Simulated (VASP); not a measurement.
# KTaO3 (R-3m) in VASP: a series of runs

KTaO3 is run at these levels: PBE; tasks: single point.

Everything below comes from runs of VASP 6.6.1. Logs are shortened: lines on timing, memory, paths and dates and some standing lists are left out, and cuts for length are marked.

## Step 1: The cell of the first run

It takes space group R-3m (No. 166, trigonal). Conventional cell: a = 4.477 Å, b = 4.477 Å, c = 10.966 Å, α = 90.00°, β = 90.00°, γ = 120.00°. Within 3.0 Å of K (site symmetry -3m) lie 6 O at 2.24 Å. Ta (site symmetry -3m) has 6 O at 2.24 Å within 3.0 Å. Within 3.0 Å of O (site symmetry 2/m) lie 2 Ta at 2.24 Å and 2 K at 2.24 Å and 4 O at 2.24 Å.

## Step 2: Single point, PBE

File INCAR:

```
SYSTEM = KTaO3
PREC     = Accurate       ! precision mode
ENCUT    = 700            ! plane-wave cutoff, eV
EDIFF    = 1E-6           ! SCF threshold, eV
ISMEAR   = 0              ! smearing method
SIGMA    = 0.05           ! smearing width, eV
LREAL    = .False.        ! projectors in reciprocal space
LASPH    = .True.         ! aspherical terms in the spheres
NELM     = 120            ! most SCF steps
ALGO     = Normal         ! electronic algorithm
ISIF     = 2              ! what is computed and relaxed
LWAVE    = .False.        ! write WAVECAR
LCHARG   = .False.        ! write CHGCAR
GGA      = PE             ! functional
NBANDS   = 28             ! bands
GGA_COMPAT= .False.
```

File KPOINTS:

```
Automatic mesh
0
Gamma
  8 8 8
  0 0 0
```

File POSCAR:

```
KTaO3
1.0
    4.2206877437      1.0551719359      1.0551719359
    1.0551719359      4.2206877437      1.0551719359
    1.0551719359      1.0551719359      4.2206877437
K Ta O
1 1 3
Direct
    0.5000000000      0.5000000000      0.5000000000
    0.0000000000      0.0000000000      0.0000000000
    0.5000000000      0.0000000000      0.0000000000
    0.0000000000      0.5000000000      0.0000000000
    0.0000000000      0.0000000000      0.5000000000
```

Potentials or basis: VASP PAW PBE potentials, release 64 (K_sv, Ta_sv_GW, O).

On the command line:

```bash
$ cat potpaw_PBE.64/K_sv/POTCAR potpaw_PBE.64/Ta_sv_GW/POTCAR potpaw_PBE.64/O/POTCAR > POTCAR
$ mpirun -np 1 vasp_std > vasp.out
```

OUTCAR:

```text
SYSTEM = KTaO3
   PREC = Accurate
   ENCUT = 700
   EDIFF = 1E-6
   ISMEAR = 0
   LREAL = .False.
   LASPH = .True.
   NELM = 120
   ISIF = 2
   GGA = PE

 ion  position               nearest neighbor table
   1  0.500  0.500  0.500-   3 2.24   4 2.24   3 2.24   5 2.24   4 2.24   5 2.24   2 3.17   2 3.17
                             2 3.17   2 3.17   2 3.17   2 3.17
   2  0.000  0.000  0.000-   3 2.24   4 2.24   5 2.24   5 2.24   4 2.24   3 2.24   1 3.17   1 3.17
                             1 3.17   1 3.17   1 3.17   1 3.17
   3  0.500  0.000  0.000-   2 2.24   2 2.24   1 2.24   1 2.24
   4  0.000  0.500  0.000-   2 2.24   2 2.24   1 2.24   1 2.24
   5  0.000  0.000  0.500-   2 2.24   2 2.24   1 2.24   1 2.24

  LATTYP: Found a face centered cubic cell.
 ALAT       =     6.3310316155

  Lattice vectors:

 A1 = (   4.2206877437,   1.0551719359,   1.0551719359)
 A2 = (   1.0551719359,   4.2206877437,   1.0551719359)
 A3 = (   1.0551719359,   1.0551719359,   4.2206877437)

Analysis of symmetry for initial positions (statically):
=====================================================================
 Subroutine PRICEL returns:
 Original cell was already a primitive cell.

 Routine SETGRP: Setting up the symmetry group for a
 face centered cubic supercell.

 Subroutine GETGRP returns: Found 12 space group operations
 (whereof 12 operations were pure point group operations)
 out of a pool of 48 trial point group operations.

The static configuration has the point symmetry D_3d.

Analysis of symmetry for dynamics (positions and initial velocities):
=====================================================================
 Subroutine PRICEL returns:
 Original cell was already a primitive cell.

 Routine SETGRP: Setting up the symmetry group for a
 face centered cubic supercell.

 Subroutine GETGRP returns: Found 12 space group operations
 (whereof 12 operations were pure point group operations)
 out of a pool of 48 trial point group operations.

The dynamic configuration has the point symmetry D_3d.

 Subroutine INISYM returns: Found 12 space group operations
 (whereof 12 operations are pure point group operations),
 and found     1 'primitive' translations

----------------------------------------------------------------------------------------

                                     Primitive cell

  volume of cell :      63.4400

  direct lattice vectors                    reciprocal lattice vectors
     4.220687744  1.055171936  1.055171936     0.263253569 -0.052650714 -0.052650714
     1.055171936  4.220687744  1.055171936    -0.052650714  0.263253569 -0.052650714
     1.055171936  1.055171936  4.220687744    -0.052650714 -0.052650714  0.263253569

  length of vectors
     4.476715387  4.476715387  4.476715387     0.273581134  0.273581134  0.273581134

  position of ions in fractional coordinates (direct lattice)
     0.500000000  0.500000000  0.500000000
     0.000000000  0.000000000  0.000000000
     0.500000000  1.000000000  0.000000000
     1.000000000  0.500000000  0.000000000
     0.000000000  0.000000000  0.500000000

  ion indices of the primitive-cell ions
   primitive index   ion index
                 1           1
                 2           2
                 3           3
                 4           4
                 5           5

----------------------------------------------------------------------------------------

 KPOINTS: Automatic mesh

Automatic generation of k-mesh.
 Grid dimensions read from file:
 generate k-points for:    8    8    8

 Generating k-lattice:

  Cartesian coordinates                     Fractional coordinates (reciprocal lattice)
     0.032906696 -0.006581339 -0.006581339     0.125000000 -0.000000000  0.000000000
    -0.006581339  0.032906696 -0.006581339    -0.000000000  0.125000000  0.000000000
    -0.006581339 -0.006581339  0.032906696     0.000000000  0.000000000  0.125000000

  Length of vectors
     0.034197642  0.034197642  0.034197642

  Shift w.r.t. Gamma in fractional coordinates (k-lattice)
     0.000000000  0.000000000  0.000000000

 Subroutine IBZKPT returns following result:
 ===========================================

 Found     65 irreducible k-points:

 Following reciprocal coordinates:
            Coordinates               Weight
  0.000000  0.000000  0.000000      1.000000
  0.125000  0.000000  0.000000      6.000000
  0.125000  0.125000  0.125000      2.000000
  0.250000  0.000000  0.000000      6.000000
  0.250000  0.250000  0.250000      2.000000
  0.375000  0.000000  0.000000      6.000000
[... 16 lines left out ...]
 -0.250000  0.125000 -0.000000     12.000000
  0.125000  0.125000  0.375000      6.000000
 [... further k-points ...]
   k-points           NKPTS =     65   k-points in BZ     NKDIM =     65   number of bands    NBANDS=     28
   number of dos      NEDOS =    301   number of ions     NIONS =      5
   total plane-waves  NPLWV =  64000
   dimension x,y,z NGX =    40 NGY =   40 NGZ =   40
   dimension x,y,z NGXF=    80 NGYF=   80 NGZF=   80
   ions per type =               1   1   3
   NGX,Y,Z   is equivalent  to a cutoff of  14.85, 14.85, 14.85 a.u.
   NGXF,Y,Z  is equivalent  to a cutoff of  29.71, 29.71, 29.71 a.u.
 SYSTEM =  KTaO3
   PREC   = accura    normal or accurate (medium, high low for compatibility)
   ISTART =      0    job   : 0-new  1-cont  2-samecut
   ICHARG =      2    charge: 1-file 2-atom 10-const
   ISPIN  =      1    spin polarized calculation?
   LNONCOLLINEAR =      F non collinear calculations
   LSORBIT =      F    spin-orbit coupling
   LASPH  =      T    aspherical Exc in radial PAW
   ENCUT  =  700.0 eV  51.45 Ry    7.17 a.u.   9.66  9.66  9.66*2*pi/ulx,y,z
   NELM   =    120;   NELMIN=  2; NELMDL= -5     # of ELM steps
   EDIFF  = 0.1E-05   stopping-criterion for ELM
   LREAL  =      F    real-space projection
[... 7 lines left out ...]
   TEBEG  =    0.0;   TEEND  =   0.0 temperature during run
   PSTRESS=    0.0 pullay stress
   NELECT =      40.0000    total number of electrons
   NUPDOWN=      -1.0000    fix difference up-down
   EMIN   =  10.00;   EMAX   =-10.00  energy-range for DOS
   EFERMI =   0.00;   METHOD = LEGACY
   ISMEAR =     0;   SIGMA  =   0.05  broadening in eV -4-tet -1-fermi 0-gaus
   EFERMI_NEDOS =   21; number of points for ismear=-14 and -15
   IALGO  =     38    algorithm
   IMIX   =      4    mixing-type and parameters
     AMIX     =   0.40;   BMIX     =  1.00
     AMIX_MAG =   1.60;   BMIX_MAG =  1.00
  volume/ion in A,a.u.               =      12.69        85.62
  Fermi-wavevector in a.u.,A,eV,Ry     =   1.403806  2.652808 26.812600  1.970671
  Thomas-Fermi vector in A             =   2.526431
   LORBIT       =      0    0 simple, 1 ext, 2 COOP (PROOUT), +10 PAW based schemes
   GGA     = PE    functional components
   LHFCALC =     F    Hartree Fock is set to
   AEXX    =    0.0000 exact exchange contribution
   IVDW    =     0    specifies the selected vdW correction
   LEPSILON=     F    determine dielectric tensor
   LRPA    =     F    only Hartree local field effects (RPA)
 non-spin polarized calculation
 Gauss-broadening in eV      SIGMA  =   0.05
  energy-cutoff  :      700.00
  volume of cell :       63.44
 maximum number of plane-waves:      2698
   NGX = 19   NGY = 19   NGZ = 19

 number of electron      39.9999997 magnetization

 Free energy of the ion-electron system (eV)
  ---------------------------------------------------
  ext. energy  EPLUGINS =         0.00000000
  ---------------------------------------------------
  free energy    TOTEN  =       -30.52961452 eV

  energy without entropy =      -30.52517868  energy(sigma->0) =      -30.52739660

 E-fermi :   5.2214     XC(G=0): -11.1485

 val. band max:        5.2093414325   @ k =   0.3750   0.1250   0.0000
 cond. band min:       5.2255025966   @ k =   0.5000   0.1250   0.0000
 fundamental gap:      0.0161611641
 Fermi energy:         5.2214119242

 k-point     1 :       0.0000    0.0000    0.0000
  band No.  band energies     occupation
      1     -64.7426      2.00000
      2     -31.0961      2.00000
      3     -31.0961      2.00000
      4     -30.9447      2.00000
      5     -22.9764      2.00000
      6     -14.4275      2.00000
[... 20 lines left out ...]
     27      14.1611      0.00000
     28      14.1611      0.00000

 k-point     2 :       0.1250    0.0000    0.0000
  band No.  band energies     occupation
      1     -64.7426      2.00000
      2     -31.0982      2.00000
      3     -31.0962      2.00000
      4     -30.9465      2.00000
      5     -22.9615      2.00000
      6     -14.4316      2.00000
[... 20 lines left out ...]
     27      13.5850      0.00000
     28      13.7145      0.00000

 k-point     3 :       0.1250    0.1250    0.1250
  band No.  band energies     occupation
      1     -64.7426      2.00000
      2     -31.0971      2.00000
      3     -31.0971      2.00000
      4     -30.9513      2.00000
      5     -22.9694      2.00000
      6     -14.3554      2.00000
[... 20 lines left out ...]
     27      14.0542      0.00000
     28      14.0542      0.00000

 k-point     4 :       0.2500    0.0000    0.0000
  band No.  band energies     occupation
      1     -64.7425      2.00000
      2     -31.1032      2.00000
      3     -31.0965      2.00000
      4     -30.9508      2.00000
      5     -22.9251      2.00000
      6     -14.4546      2.00000
[... 578 lines left out ...]
     27      12.0498      0.00000
     28      13.0694      0.00000

 k-point    23 :      -0.2500    0.1250   -0.0000
  band No.  band energies     occupation
      1     -64.7425      2.00000
      2     -31.1049      2.00000
      3     -31.0979      2.00000
      4     -30.9523      2.00000
      5     -22.9025      2.00000
      6     -14.4543      2.00000
[... 20 lines left out ...]
     27      12.0043      0.00000
     28      12.3450      0.00000

 k-point    24 :       0.1250    0.1250    0.3750
  band No.  band energies     occupation
      1     -64.7424      2.00000
      2     -31.1056      2.00000
      3     -31.0973      2.00000
      4     -30.9601      2.00000
      5     -22.9166      2.00000
      6     -14.3452      2.00000
[... 20 lines left out ...]
     27      11.9970      0.00000
     28      13.0707      0.00000

 [... further k-points ...]

------------------------ aborting loop because EDIFF is reached ----------------------------------------

  FORCE on cell =-STRESS in cart. coord.  units (eV):
  Direction    XX          YY          ZZ          XY          YZ          ZX
  --------------------------------------------------------------------------------------
  -------------------------------------------------------------------------------------
  Total        5.6572614      5.6572614      5.6572614    -15.1289225    -15.1289225    -15.1289225
  in kB      142.8740554    142.8740554    142.8740554   -382.0807211   -382.0807211   -382.0807211
  external PRESSURE =     142.8740554 kB  Pullay stress =       0.0000000 kB

 VOLUME and BASIS-vectors are now :
 -----------------------------------------------------------------------------
  energy-cutoff  :      700.00
  volume of cell :       63.44
      direct lattice vectors                 reciprocal lattice vectors
     4.220687744  1.055171936  1.055171936     0.263253569 -0.052650714 -0.052650714
     1.055171936  4.220687744  1.055171936    -0.052650714  0.263253569 -0.052650714
     1.055171936  1.055171936  4.220687744    -0.052650714 -0.052650714  0.263253569

 POSITION                                       TOTAL-FORCE (eV/Angst)
 -----------------------------------------------------------------------------------
      3.16552      3.16552      3.16552        -0.000000      0.000000      0.000000
      0.00000      0.00000      0.00000         0.000000     -0.000000      0.000000
      2.11034      0.52759      0.52759        -0.000000      0.000000     -0.000000
      0.52759      2.11034      0.52759         0.000000     -0.000000      0.000000
      0.52759      0.52759      2.11034        -0.000000      0.000000     -0.000000
 -----------------------------------------------------------------------------------
    total drift:                               -0.000000      0.000000     -0.000000

  FREE ENERGIE OF THE ION-ELECTRON SYSTEM (eV)
  ---------------------------------------------------
  free  energy   TOTEN  =       -30.5296145179 eV

  energy  without entropy=      -30.5251786788  energy(sigma->0) =      -30.52739660
```

Wall time 3.3 min (1 thread of Intel Xeon Platinum 8259CL at 2.50GHz (Skylake/Cascade Lake), shared host); peak memory 0.37 GiB.

Results:

- Free energy: -30.5296 eV
- Pressure: 14.3 GPa
- Band gap on the k mesh: zero (bands 20 and 21 overlap by 1.11 eV)

Caveat: the cell stands under pressure; spin-orbit coupling is left out, which moves the levels of the heavy elements.

(Part 1 of 2 ends here.)

The gap in the log of VASP goes by the Fermi energy; the results here count the filled bands.